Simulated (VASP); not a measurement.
# Ti: single point with PBE+U

Crystal: Ti.

```xyz
1
Lattice="0.0000 2.0300 2.0300 2.0300 0.0000 2.0300 2.0300 2.0300 0.0000" Properties=species:S:1:pos:R:3 pbc="T T T"
Ti    0.0000    0.0000    0.0000
```

| Property | Result |
| --- | --- |
| Program | VASP 6.6.1 |
| Task | single point |
| Functional | PBE |
| Potentials or basis | VASP PAW PBE potentials, release 64 (Ti_sv) |
| Cutoff | 500 eV |
| k mesh | 6 × 6 × 6 |
| Occupations | fermi-dirac, width 0.0861733 eV |
| Spin | no spin polarisation |
| Hubbard terms | Ti d U = 7.1 eV |
| Dipole correction | no |
| Further INCAR settings | ALGO = Normal; EDIFF = 1e-06; NBANDS = 12 |

```yaml
Pressure: 25.2 GPa
Band_gap_on_the_k_mesh: zero (band 6 reaches 10.64 eV, above the bottom of band 7 at 9.44 eV)
```

Levels at points of the mesh, in eV from the Fermi level:
```csv
k point,band 2,band 3,band 4,band 5,band 6,band 7,band 8,band 9,band 10,band 11
"(0.00, 0.00, 0.00)",-34.35,-34.35,-34.35,-7.11,1.15,1.15,1.15,3.60,3.60,14.61
"(0.50, 0.00, 0.00)",-35.05,-34.44,-34.44,-2.90,-0.23,1.36,1.36,4.33,4.33,8.20
"(0.50, 0.50, 0.00)",-35.01,-34.60,-34.60,-2.36,-1.64,2.01,4.29,4.29,4.74,10.98
```

Eigenvalues of the final occupation matrices:
```
    site  spin  trace               eigenvalues
site 1 d     1   0.82  0.10 0.10 0.21 0.21 0.21
site 1 d     2   0.82  0.10 0.10 0.21 0.21 0.21
```

Wall time 3.6 s on 1 thread of Intel(R) Xeon(R) Platinum 8375C CPU @ 2.90GHz (Ice Lake) (shared host), peak memory 0.13 GiB.

Caveat: the k points lie up to 0.45 Å⁻¹ apart; U without spin polarisation on a metal has little footing; the U is typed as a test and isn't derived for this compound.
